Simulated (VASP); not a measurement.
A run of VASP 6.6.1 is set up as follows.

INCAR

```
SYSTEM = Ti
ALGO     = Normal         ! electronic algorithm
EDIFF    = 1E-7           ! SCF threshold, eV
EDIFFG   = -0.01          ! ionic threshold
ENCUT    = 600            ! plane-wave cutoff, eV
GGA      = PS             ! functional
IBRION   = 2              ! ionic algorithm
ISIF     = 3              ! what is computed and relaxed
ISMEAR   = -1             ! smearing method
LASPH    = .True.         ! aspherical terms in the spheres
LCHARG   = .False.        ! write CHGCAR
LREAL    = .False.        ! projectors in reciprocal space
LWAVE    = .False.        ! write WAVECAR
NELM     = 60             ! most SCF steps
NSW      = 60             ! ionic steps
PREC     = Accurate       ! precision mode
SIGMA    = 0.05           ! smearing width, eV
```

The input KPOINTS:

```
k-points
0
Gamma
  7 7 9
  0 0 0
```

The input POSCAR:

```
Ti
1.0
    4.5673748306      0.0000000000      0.0000000000
   -2.2836874153      3.9554626319      0.0000000000
    0.0000000000      0.0000000000      2.8262442700
Ti
3
Direct
    0.6666666667      0.3333333333      0.5000000000
    0.3333333333      0.6666666667      0.5000000000
    0.0000000000      0.0000000000      0.0000000000
```

Potentials or basis: VASP PAW PBE potentials, release 64 (Ti_sv).

Run with:

```bash
$ cat potpaw_PBE.64/Ti_sv/POTCAR > POTCAR
$ mpirun -np 1 vasp_std > vasp.out
```

(1) What does it give for the space group after relaxing (to 0.05 Å)?

(2) What does it give for the band gap on the k mesh?

(3) Estimate the relaxed volume.

Results:

(1) P6/mmm (No. 191).

(2) zero (band 18 reaches 8.89 eV, above the bottom of band 19 at 8.59 eV).

(3) 16.43 Å³/atom.

Caveat: the PAW data sets were made with another functional, which shifts forces and pressure a little.
